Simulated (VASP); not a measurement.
Set up this calculation in VASP 6.6.1, as the native input.

```
Task                   : single point
Functional             : PBEsol
Potentials or basis    : VASP PAW PBE potentials, release 64 (Se, Ti_sv)
Cutoff                 : 520 eV
k mesh                 : 10 × 10 × 4
Occupations            : fermi-dirac, width 0.05 eV
Spin                   : no spin polarisation
Dipole correction      : no
Further INCAR settings : ALGO = Normal; EDIFF = 1e-07; NBANDS = 29
```

The structure of Ti3Se lies in POSCAR:

```
Ti3Se
1.0
    3.1330176336      0.0000000000      0.0000000000
   -1.5665088168      2.7132728612      0.0000000000
    0.0000000000      0.0000000000      7.8219395136
Se Ti
1 3
Direct
    0.0000000000      0.0000000000      0.0000000000
    0.6666666667      0.3333333333      0.5000000000
    0.3333333333      0.6666666667      0.7720939530
    0.3333333333      0.6666666667      0.2279060470
```

The input as run:

INCAR

```
SYSTEM = Ti3Se
PREC = Accurate
ENCUT = 520
EDIFF = 1E-7
ISMEAR = -1
SIGMA = 0.05
LREAL = .False.
LASPH = .True.
NELM = 100
ALGO = Normal
ISIF = 2
LWAVE = .False.
LCHARG = .False.
GGA = PS
NBANDS = 29
```

KPOINTS

```
regular mesh
0
Gamma
  10 10 4
  0 0 0
```

Potentials or basis: VASP PAW PBE potentials, release 64 (Se, Ti_sv).

Command:

```console
$ cat potpaw_PBE.64/Se/POTCAR potpaw_PBE.64/Ti_sv/POTCAR > POTCAR
$ mpirun -np 1 vasp_std > vasp.out
```

Results of the run:

```json
{"Pressure": "2.1 GPa", "Largest force": "0.032 eV/Å", "Band gap on the k mesh": "zero (band 21 reaches 8.95 eV, above the bottom of band 22 at 8.36 eV)"}
```

Caveat: the PAW data sets were made with another functional, which shifts forces and pressure a little.

Run time: 85 s on 1 thread of Intel(R) Xeon(R) 6975P-C (Granite Rapids), with other jobs on the host, peak memory 0.21 GiB.
